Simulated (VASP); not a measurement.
# ZrB2 (P6/mmm) in VASP: further runs

Runs on ZrB2. Level: LDA. Tasks: single point, relaxation of cell and atoms.

All numbers are computed with VASP 6.6.1; they aren't measurements. Logs are shortened: lines on timing, memory, paths and dates and some standing lists are left out, and cuts for length are marked.

**1. The cell of the first run**

Symmetry: P6/mmm, No. 191, hexagonal system. The conventional cell has a = 3.168 Å, b = 3.168 Å, c = 3.552 Å, α = 90.00°, β = 90.00°, γ = 120.00°. Zr (site symmetry 6/mmm) has 12 B at 2.55 Å and 6 Zr at 3.17 Å within 3.4 Å. Within 2.4 Å of B (site symmetry -6m2) lie 3 B at 1.83 Å.

**2. Single point, LDA**

The input, INCAR:

```
  PREC = Accurate
  ENCUT = 520
  EDIFF = 1E-6
  ISMEAR = 0
  SIGMA = 0.1
  LREAL = F
  LASPH = T
  NELM = 100
  ALGO = Normal
  ISIF = 2
  LWAVE = F
  LCHARG = F
  NBANDS = 16
```

The input, KPOINTS:

```
regular mesh
0
Gamma
  6 6 6
```

The input, POSCAR:

```
ZrB2
1.0
    3.1675246600      0.0000000000      0.0000000000
   -1.5837623300      2.7431568200      0.0000000000
    0.0000000000      0.0000000000      3.5523880600
Zr B
1 2
Direct
    0.0000000000      0.0000000000      0.0000000000
    0.3333333300      0.6666666700      0.5000000000
    0.6666666700      0.3333333300      0.5000000000
```

Potentials or basis: VASP PAW LDA potentials, release 64 (Zr_sv, B).

The run is started by

```
cat potpaw_LDA.64/Zr_sv/POTCAR potpaw_LDA.64/B/POTCAR > POTCAR
mpirun -np 1 vasp_std > vasp.out
```

OUTCAR:

```text
PREC = Accurate
   ENCUT = 520
   EDIFF = 1E-6
   ISMEAR = 0
   LREAL = F
   LASPH = T
   NELM = 100
   ISIF = 2

 ion  position               nearest neighbor table
   1  0.000  0.000  0.000-   2 2.55   3 2.55   2 2.55   3 2.55   2 2.55   2 2.55   3 2.55   3 2.55
                             3 2.55   3 2.55   2 2.55   2 2.55
   2  0.333  0.667  0.500-   3 1.83   3 1.83   3 1.83   1 2.55   1 2.55   1 2.55   1 2.55   1 2.55
                             1 2.55
   3  0.667  0.333  0.500-   2 1.83   2 1.83   2 1.83   1 2.55   1 2.55   1 2.55   1 2.55   1 2.55
                             1 2.55

  LATTYP: Found a hexagonal cell.
 ALAT       =     3.1675246600
 C/A-ratio  =     1.1215028899

  Lattice vectors:

 A1 = (   3.1675246600,   0.0000000000,   0.0000000000)
 A2 = (  -1.5837623300,   2.7431568200,   0.0000000000)
 A3 = (   0.0000000000,   0.0000000000,   3.5523880600)

Analysis of symmetry for initial positions (statically):
=====================================================================
 Subroutine PRICEL returns:
 Original cell was already a primitive cell.

 Routine SETGRP: Setting up the symmetry group for a
 hexagonal supercell.

 Subroutine GETGRP returns: Found 24 space group operations
 (whereof 24 operations were pure point group operations)
 out of a pool of 24 trial point group operations.

The static configuration has the point symmetry D_6h.

Analysis of symmetry for dynamics (positions and initial velocities):
=====================================================================
 Subroutine PRICEL returns:
 Original cell was already a primitive cell.

 Routine SETGRP: Setting up the symmetry group for a
 hexagonal supercell.

 Subroutine GETGRP returns: Found 24 space group operations
 (whereof 24 operations were pure point group operations)
 out of a pool of 24 trial point group operations.

The dynamic configuration has the point symmetry D_6h.

 Subroutine INISYM returns: Found 24 space group operations
 (whereof 24 operations are pure point group operations),
 and found     1 'primitive' translations

----------------------------------------------------------------------------------------

                                     Primitive cell

  volume of cell :      30.8668

  direct lattice vectors                    reciprocal lattice vectors
     3.167524660  0.000000000  0.000000000     0.315703935  0.182271752  0.000000000
    -1.583762330  2.743156820  0.000000000     0.000000000  0.364543504  0.000000000
     0.000000000  0.000000000  3.552388060     0.000000000  0.000000000  0.281500777

  length of vectors
     3.167524660  3.167524658  3.552388060     0.364543504  0.364543504  0.281500777

  position of ions in fractional coordinates (direct lattice)
     0.000000000  0.000000000  0.000000000
     0.333333330  0.666666670  0.500000000
     0.666666670  0.333333330  0.500000000

  ion indices of the primitive-cell ions
   primitive index   ion index
                 1           1
                 2           2
                 3           3

----------------------------------------------------------------------------------------

 KPOINTS: regular mesh

Automatic generation of k-mesh.
 Grid dimensions read from file:
 generate k-points for:    6    6    6

 Generating k-lattice:

  Cartesian coordinates                     Fractional coordinates (reciprocal lattice)
     0.052617323  0.030378625  0.000000000     0.166666667 -0.000000000  0.000000000
     0.000000000  0.060757251  0.000000000     0.000000000  0.166666667  0.000000000
     0.000000000  0.000000000  0.046916796     0.000000000  0.000000000  0.166666667

  Length of vectors
     0.060757251  0.060757251  0.046916796

  Shift w.r.t. Gamma in fractional coordinates (k-lattice)
     0.000000000  0.000000000  0.000000000

 Subroutine IBZKPT returns following result:
 ===========================================

 Found     28 irreducible k-points:

 Following reciprocal coordinates:
            Coordinates               Weight
  0.000000  0.000000  0.000000      1.000000
  0.166667  0.000000  0.000000      6.000000
  0.333333 -0.000000  0.000000      6.000000
  0.500000  0.000000  0.000000      3.000000
  0.166667  0.166667  0.000000      6.000000
  0.333333  0.166667  0.000000     12.000000
[... 16 lines left out ...]
  0.166667  0.000000  0.500000      6.000000
  0.333333 -0.000000  0.500000      6.000000
 [... further k-points ...]
   k-points           NKPTS =     28   k-points in BZ     NKDIM =     28   number of bands    NBANDS=     16
   number of dos      NEDOS =    301   number of ions     NIONS =      3
   total plane-waves  NPLWV =  16128
   dimension x,y,z NGX =    24 NGY =   24 NGZ =   28
   dimension x,y,z NGXF=    48 NGYF=   48 NGZF=   56
   ions per type =               1   2
   NGX,Y,Z   is equivalent  to a cutoff of  12.60, 12.60, 13.10 a.u.
   NGXF,Y,Z  is equivalent  to a cutoff of  25.19, 25.19, 26.21 a.u.
 SYSTEM =  unknown system
   PREC   = accura    normal or accurate (medium, high low for compatibility)
   ISTART =      0    job   : 0-new  1-cont  2-samecut
   ICHARG =      2    charge: 1-file 2-atom 10-const
   ISPIN  =      1    spin polarized calculation?
   LNONCOLLINEAR =      F non collinear calculations
   LSORBIT =      F    spin-orbit coupling
   LASPH  =      T    aspherical Exc in radial PAW
   ENCUT  =  520.0 eV  38.22 Ry    6.18 a.u.   5.89  5.89  6.61*2*pi/ulx,y,z
   NELM   =    100;   NELMIN=  2; NELMDL= -5     # of ELM steps
   EDIFF  = 0.1E-05   stopping-criterion for ELM
   LREAL  =      F    real-space projection
   EDIFFG = 0.1E-04   stopping-criterion for IOM
   NSW    =      0    number of steps for IOM
   IBRION =     -1    ionic relax: 0-MD 1-quasi-New 2-CG
   NFREE  =      0    steps in history (QN), initial steepest desc. (CG)
   ISIF   =      2    stress and relaxation
   ISYM   =      2    0-nonsym 1-usesym 2-fastsym
   POTIM  = 0.5000    time-step for ionic-motion
   TEBEG  =    0.0;   TEEND  =   0.0 temperature during run
   PSTRESS=    0.0 pullay stress
   NELECT =      18.0000    total number of electrons
   NUPDOWN=      -1.0000    fix difference up-down
   EMIN   =  10.00;   EMAX   =-10.00  energy-range for DOS
   EFERMI =   0.00;   METHOD = LEGACY
   ISMEAR =     0;   SIGMA  =   0.10  broadening in eV -4-tet -1-fermi 0-gaus
   EFERMI_NEDOS =   21; number of points for ismear=-14 and -15
   IALGO  =     38    algorithm
   IMIX   =      4    mixing-type and parameters
     AMIX     =   0.40;   BMIX     =  1.00
     AMIX_MAG =   1.60;   BMIX_MAG =  1.00
  volume/ion in A,a.u.               =      10.29        69.43
  Fermi-wavevector in a.u.,A,eV,Ry     =   1.367735  2.584645 25.452408  1.870699
  Thomas-Fermi vector in A             =   2.493761
   LORBIT       =      0    0 simple, 1 ext, 2 COOP (PROOUT), +10 PAW based schemes
   GGA     = CA    functional components
   LHFCALC =     F    Hartree Fock is set to
   AEXX    =    0.0000 exact exchange contribution
   IVDW    =     0    specifies the selected vdW correction
   LEPSILON=     F    determine dielectric tensor
   LRPA    =     F    only Hartree local field effects (RPA)
 non-spin polarized calculation
 Gauss-broadening in eV      SIGMA  =   0.10
  energy-cutoff  :      520.00
  volume of cell :       30.87
 maximum number of plane-waves:       852
 NGX is ok and might be reduce to    24
   NGX = 11   NGY = 11   NGZ = 13

 number of electron      18.0000000 magnetization

 Free energy of the ion-electron system (eV)
  ---------------------------------------------------
  ext. energy  EPLUGINS =         0.00000000
  ---------------------------------------------------
  free energy    TOTEN  =       -27.39599199 eV

  energy without entropy =      -27.39038909  energy(sigma->0) =      -27.39319054

 E-fermi :  10.0270     XC(G=0): -12.5680

 val. band max:        9.9423364532   @ k =   0.1667   0.1667   0.1667
 cond. band min:      10.0755714389   @ k =   0.1667   0.1667   0.1667
 fundamental gap:      0.1332349857
 Fermi energy:        10.0269844004

 k-point     1 :       0.0000    0.0000    0.0000
  band No.  band energies     occupation
      1     -37.9455      2.00000
      2     -16.3089      2.00000
      3     -15.7095      2.00000
      4     -15.7095      2.00000
      5      -2.1418      2.00000
      6       7.8169      2.00000
[... 8 lines left out ...]
     15      15.5896      0.00000
     16      15.5896      0.00000

 k-point     2 :       0.1667    0.0000    0.0000
  band No.  band energies     occupation
      1     -37.9159      2.00000
      2     -16.2652      2.00000
      3     -15.9620      2.00000
      4     -15.7650      2.00000
      5      -1.6051      2.00000
      6       6.5014      2.00000
[... 8 lines left out ...]
     15      17.1387      0.00000
     16      17.4612      0.00000

 k-point     3 :       0.3333   -0.0000    0.0000
  band No.  band energies     occupation
      1     -37.8559      2.00000
      2     -16.4372      2.00000
      3     -16.1765      2.00000
      4     -15.8736      2.00000
      5      -0.1889      2.00000
      6       4.1545      2.00000
[... 8 lines left out ...]
     15      18.6001      0.00000
     16      20.3443      0.00000

 k-point     4 :       0.5000    0.0000    0.0000
  band No.  band energies     occupation
      1     -37.8255      2.00000
      2     -16.6621      2.00000
      3     -16.1314      2.00000
      4     -15.9270      2.00000
      5       1.5622      2.00000
      6       2.0822      2.00000
[... 8 lines left out ...]
     15      18.1588      0.00000
     16      20.3008      0.00000
[... 324 lines left out ...]
 k-point    22 :       0.0000    0.0000    0.5000
  band No.  band energies     occupation
      1     -37.9270      2.00000
      2     -16.6595      2.00000
      3     -15.6849      2.00000
      4     -15.6849      2.00000
      5      -0.1169      2.00000
      6       3.5111      2.00000
[... 8 lines left out ...]
     15      17.7933      0.00000
     16      21.1852      0.00000

 k-point    23 :       0.1667    0.0000    0.5000
  band No.  band energies     occupation
      1     -37.8976      2.00000
      2     -16.5999      2.00000
      3     -15.9263      2.00000
      4     -15.7372      2.00000
      5      -0.0062      2.00000
      6       4.2854      2.00000
[... 8 lines left out ...]
     15      18.6645      0.00000
     16      20.4958      0.00000

 k-point    24 :       0.3333   -0.0000    0.5000
  band No.  band energies     occupation
      1     -37.8384      2.00000
      2     -16.4779      2.00000
      3     -16.3838      2.00000
      4     -15.8399      2.00000
      5       0.3372      2.00000
      6       4.6225      2.00000
[... 8 lines left out ...]
     15      18.7927      0.00000
     16      22.0239      0.00000

 [... further k-points ...]
[... 5 lines left out ...]
  --------------------------------------------------------------------------------------
  -------------------------------------------------------------------------------------
  Total       -1.5174866     -1.5174866     -2.1209321      0.0000000     -0.0000000      0.0000000
  in kB      -78.7670196    -78.7670195   -110.0896051      0.0000000     -0.0000000      0.0000000
  external PRESSURE =     -89.2078814 kB  Pullay stress =       0.0000000 kB

 VOLUME and BASIS-vectors are now :
 -----------------------------------------------------------------------------
  energy-cutoff  :      520.00
  volume of cell :       30.87
      direct lattice vectors                 reciprocal lattice vectors
     3.167524660  0.000000000  0.000000000     0.315703935  0.182271752  0.000000000
    -1.583762330  2.743156820  0.000000000     0.000000000  0.364543504  0.000000000
     0.000000000  0.000000000  3.552388060     0.000000000  0.000000000  0.281500777

 POSITION                                       TOTAL-FORCE (eV/Angst)
 -----------------------------------------------------------------------------------
      0.00000      0.00000      0.00000         0.000000      0.000000     -0.000000
     -0.00000      1.82877      1.77619         0.000000      0.000000     -0.000000
      1.58376      0.91439      1.77619        -0.000000      0.000000      0.000000
 -----------------------------------------------------------------------------------
    total drift:                                0.000000     -0.000000     -0.000000

  FREE ENERGIE OF THE ION-ELECTRON SYSTEM (eV)
  ---------------------------------------------------
  free  energy   TOTEN  =       -27.3959919915 eV

  energy  without entropy=      -27.3903890932  energy(sigma->0) =      -27.39319054
```

Run time: 11 s. Hardware: 1 thread of AMD EPYC 7R13, shared host; peak memory 0.11 GiB.

Results:

- Free energy: -27.3960 eV
- Pressure: -8.9 GPa
- Band gap on the k mesh: zero (bands 9 and 10 overlap by 1.13 eV)

Caveat: the k points lie up to 0.38 Å⁻¹ apart, too coarse for converged energies and pressures of a metal.

**3. Single point, LDA**

This run uses another cell than the first one, of 9.90 Å³/atom.

The input, INCAR:

```
SYSTEM = ZrB2
PREC     = Accurate       ! precision mode
ENCUT    = 520            ! plane-wave cutoff, eV
EDIFF    = 1E-6           ! SCF threshold, eV
ISMEAR   = 0              ! smearing method
SIGMA    = 0.1            ! smearing width, eV
LREAL    = .FALSE.        ! projectors in reciprocal space
LASPH    = .TRUE.         ! aspherical terms in the spheres
NELM     = 100            ! most SCF steps
ALGO     = Normal         ! electronic algorithm
ISIF     = 2              ! what is computed and relaxed
LWAVE    = .FALSE.        ! write WAVECAR
LCHARG   = .FALSE.        ! write CHGCAR
NBANDS   = 16             ! bands
```

The input, KPOINTS:

```
Automatic mesh
0
G
  9 9 6
  0 0 0
```

The input, POSCAR:

```
ZrB2
1.0
    3.1356928518      0.0000000000      0.0000000000
   -1.5678464259      2.7155896681      0.0000000000
    0.0000000000      0.0000000000      3.4863225679
Zr B
1 2
Direct
    0.0000000000      0.0000000000      0.0000000000
    0.3333333333      0.6666666667      0.5000000000
    0.6666666667      0.3333333333      0.5000000000
```

Potentials or basis: VASP PAW LDA potentials, release 64 (Zr_sv, B).

The run is started by

```
cat potpaw_LDA.64/Zr_sv/POTCAR potpaw_LDA.64/B/POTCAR > POTCAR
mpirun -np 1 vasp_std > vasp.out
```

Wall time 20 s (1 thread of AMD EPYC 7R13, shared host); peak memory 0.11 GiB.

Results (log left out):

* Free energy: -27.4742 eV
* Pressure: 0.3 GPa
* Band gap on the k mesh: zero (bands 9 and 10 overlap by 0.81 eV)

Stress tensor (GPa, compression positive):
```
0.20 0.00 0.00
0.00 0.20 0.00
0.00 0.00 0.36
```

Levels at points of the mesh, in eV from the Fermi level:
```
           k point  band 5  band 6  band 7  band 8  band 9  band 10  band 11  band 12  band 13  band 14
(0.00, 0.00, 0.00)  -12.74   -2.73   -2.73   -2.68   -2.27     3.52     3.52     4.33     4.33     5.19
(0.00, 0.00, 0.50)  -10.52   -7.02   -1.00   -1.00    0.29     0.29     0.77     0.77     1.90     5.09
```

(Part 1 of 2 ends here.)
